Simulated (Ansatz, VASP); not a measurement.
# One calculation of SiC, two programs

```
Si C
1.0
     3.19697    0.00000    0.00000
     0.00000    3.19697    0.00000
     0.00000    0.00000    4.45038
Si C
2 2
Direct
  0.00000 0.50000 0.27256
  0.50000 0.00000 0.72744
  0.00000 0.00000 0.00000
  0.50000 0.50000 0.00000
```

Alike in both runs: functional PBE; k mesh 14 × 14 × 10; occupations gaussian, width 0.1 eV; no spin polarisation.

Ansatz relaxed the structure, and its values are those at the end. VASP's run is a single point on that final structure, the one shown.

|  | VASP | Ansatz |
| --- | --- | --- |
| version | VASP 6.6.1 | Ansatz 0.2.0 |
| potentials or method | VASP PAW PBE potentials, release 64 (Si, C), cutoff 520 eV | scalar-relativistic, plane waves, PAW |
| valence electrons in the cell | 16 | 16 |

```tsv
	VASP	Ansatz	Ansatz less VASP
gap on the k mesh at the Fermi level (eV)	none	none	-
pressure (GPa)	0.0	0.0	-0.01
```

A gap of «none» marks a metal or a gap that the smearing closes.
